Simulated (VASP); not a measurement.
Lu3Sc2O, 6 atoms in the cell. Symmetry: P-6m2, No. 187, hexagonal system. The conventional cell has a = 4.163 Å, b = 4.163 Å, c = 9.276 Å, α = 90.00°, β = 90.00°, γ = 120.00°. Within 3.4 Å of Lu (site symmetry -6m2) lie 3 Lu at 2.40 Å and 6 Sc at 3.33 Å. Lu (site symmetry -6m2) has 3 O at 2.40 Å within 3.2 Å. Lu (site symmetry -6m2) has 3 Lu at 2.40 Å and 6 Sc at 3.33 Å within 3.4 Å. Sc (site symmetry 3m) has 9 Lu at 3.33 to 3.35 Å and 3 O at 3.35 Å and 6 Sc at 4.16 Å within 4.4 Å. Within 3.2 Å of O (site symmetry -6m2) lie 3 Lu at 2.40 Å. The cell was generated, and may not be a known phase.

| Property | Result |
| --- | --- |
| Program | VASP 6.6.1 |
| Task | relaxation of cell and atoms |
| Functional | PBE |
| Potentials or basis | VASP PAW PBE potentials, release 64 (Lu, Sc_sv, O) |
| Cutoff | 600 eV |
| k mesh | 6 × 6 × 2 |
| Occupations | gaussian, width 0.1 eV |
| Spin | no spin polarisation |
| Dipole correction | no |
| Further INCAR settings | ALGO = Normal; EDIFF = 1e-06; IBRION = 2; EDIFFG = -0.04; NSW = 90; ISIF = 3 |

Potentials or basis: VASP PAW PBE potentials, release 64 (Lu, Sc_sv, O).

Command:

```bash
$ cat potpaw_PBE.64/Lu/POTCAR potpaw_PBE.64/Sc_sv/POTCAR potpaw_PBE.64/O/POTCAR > POTCAR
$ mpirun -np 1 vasp_std > vasp.out
```

Hardware: 1 thread of Intel(R) Xeon(R) Platinum 8488C (Sapphire Rapids) (shared host).

Problem. How long does it take, and how much memory?

Solution. Wall time 35 min on 1 thread of Intel(R) Xeon(R) Platinum 8488C (Sapphire Rapids), on a shared host, peak memory 0.43 GiB. Counts: scf iterations 237, k points 14, ion steps 17.
